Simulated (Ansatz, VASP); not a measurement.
**ScAl3: VASP beside Ansatz**

File INCAR:

```
SYSTEM = ScAl3
ALGO = Fast
EDIFF = 1E-6
ENCUT = 520
GGA = PE
ISIF = 2
ISMEAR = 0
LASPH = .TRUE.
LCHARG = .TRUE.
LELF = .TRUE.
LREAL = .FALSE.
LVHAR = .TRUE.
LWAVE = .FALSE.
NBANDS = 18
NELM = 60
PREC = Accurate
SIGMA = 0.15
```

Contents of KPOINTS:

```
k-points
0
G
  12 12 12
  0 0 0
```

The input POSCAR:

```
ScAl3
1.0
    4.1053305968      0.0000000000      0.0000000000
    0.0000000000      4.1053305968      0.0000000000
    0.0000000000      0.0000000000      4.1053305968
Sc Al
1 3
Direct
    0.0000000000      0.0000000000      0.0000000000
    0.4741638305     -0.0258361695      0.5000000000
   -0.0258361695      0.4741638305      0.5000000000
    0.4741638305      0.4741638305      0.0000000000
```

Input for Ansatz:

```yaml
crystal:
  lattice:
    - [4.1053305968, 0.0, 0.0]
    - [0.0, 4.1053305968, 0.0]
    - [0.0, 0.0, 4.1053305968]
  atoms:
    - { symbol: Sc, position: [0.0, 0.0, 0.0] }
    - { symbol: Al, position: [0.4741638305, -0.0258361695, 0.5] }
    - { symbol: Al, position: [-0.0258361695, 0.4741638305, 0.5] }
    - { symbol: Al, position: [0.4741638305, 0.4741638305, 0.0] }
basis:
  ecutwfc: 420
kpoints:
  mp_grid: { grid: [12, 12, 12] }
hamiltonian:
  xc: pbe
scf:
  occupations: { method: gaussian, width: 0.15 }
output:
  forces: true
  stress: true
  eigenvalues: true
  write_density: true
  write_potential: true
  elf: true
  volumetric_format: npy
```

Change from the starting cell: all Al atoms moved -0.150 Å, as atom 2 along Cartesian [1 1 0].

Alike in both runs: task single point; functional PBE; k mesh 12 × 12 × 12; occupations gaussian, width 0.15 eV; no spin polarisation.

|  | VASP | Ansatz |
| --- | --- | --- |
| version | VASP 6.6.1 | Ansatz 0.2.0 |
| potentials or method | VASP PAW PBE potentials, release 64 (Sc_sv, Al), cutoff 520 eV | scalar-relativistic, plane waves, PAW |
| valence electrons in the cell | 20 | 20 |

VASP gave:

* gap on the k mesh at the Fermi level (eV): none
* pressure (GPa): 0.6
* traceless stress, the component that is largest in VASP (GPa): 0.39
* rms of the force components (eV/Å): 0.490

What did Ansatz give for the same quantities?

gap on the k mesh at the Fermi level (eV): none; pressure (GPa): 0.6; traceless stress, the component that is largest in VASP (GPa): 0.39; rms of the force components (eV/Å): 0.488.

Atom by atom the forces differ by 0.002 eV/Å (rms over components). A gap of «none» marks a metal or a gap that the smearing closes.
